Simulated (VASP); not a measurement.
A run of VASP 6.6.1:

The input INCAR:

```
PREC = Accurate
ENCUT = 520
EDIFF = 1E-6
ISMEAR = 0
SIGMA = 0.01
LREAL = False
LASPH = True
NELM = 150
ALGO = Normal
ISIF = 2
LWAVE = False
LCHARG = True
LNONCOLLINEAR = True
MAGMOM = 0 0 0 0 0 0
LORBIT = 11
LSORBIT = True
GGA_COMPAT = False
LORBMOM = True
LVHAR = True
NBANDS = 30
```

File KPOINTS:

```
regular mesh
0
Gamma
  6 6 6
```

The input POSCAR:

```
CdTe
1.0
    0.0000000000      3.2050000000      3.2050000000
    3.2050000000      0.0000000000      3.2050000000
    3.2050000000      3.2050000000      0.0000000000
Cd Te
1 1
Direct
    0.0000000000      0.0000000000      0.0000000000
    0.2500000000      0.2500000000      0.2500000000
```

Potentials or basis: VASP PAW LDA potentials, release 64 (Cd, Te).

Command:

```bash
$ cat potpaw_LDA.64/Cd/POTCAR potpaw_LDA.64/Te/POTCAR > POTCAR
$ mpirun -np 1 vasp_ncl > vasp.out
```

Hardware: 1 thread of Intel Xeon 8259CL, with other jobs on the host.

Q: How long does it take, and how much memory?

A: It took 2 min on 1 thread of Intel Xeon 8259CL, with other jobs on the host, peak memory 0.33 GiB. Counts: scf iterations 13, k points 22.
